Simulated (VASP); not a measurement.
Input of a VASP 6.6.1 run:

The input INCAR:

```
  PREC = Accurate
  ENCUT = 520
  EDIFF = 1E-6
  ISMEAR = 0
  SIGMA = 0.05
  LREAL = F
  LASPH = T
  NELM = 60
  ALGO = Normal
  ISIF = 2
  LWAVE = F
  LCHARG = T
  GGA = PE
  LELF = T
  LVHAR = T
  NBANDS = 14
```

Contents of KPOINTS:

```
regular mesh
0
Gamma
  6 6 6
```

POSCAR

```
NaCl
1.0
    3.4146352500      0.0000000000      0.0000000000
    0.0000000000      3.4146352500      0.0000000000
    0.0000000000      0.0000000000      3.4146352500
Na Cl
1 1
Direct
    0.0000000000      0.0000000000      0.0000000000
    0.5000000000      0.5000000000      0.5000000000
```

Potentials or basis: VASP PAW PBE potentials, release 64 (Na_pv, Cl).

The run is started by

```sh
$ cat potpaw_PBE.64/Na_pv/POTCAR potpaw_PBE.64/Cl/POTCAR > POTCAR
$ mpirun -np 1 vasp_std > vasp.out
```

Question: Predict the pressure.

Answer: 2.4 GPa.

Question: What does it give for the band gap on the k mesh?

Answer: 4.25 eV, indirect (least direct gap 4.80 eV).

Caveat: the cell differs from its parent crystal (strain -0.025 along x and y, -0.025 along z). A k mesh can miss the band edges.
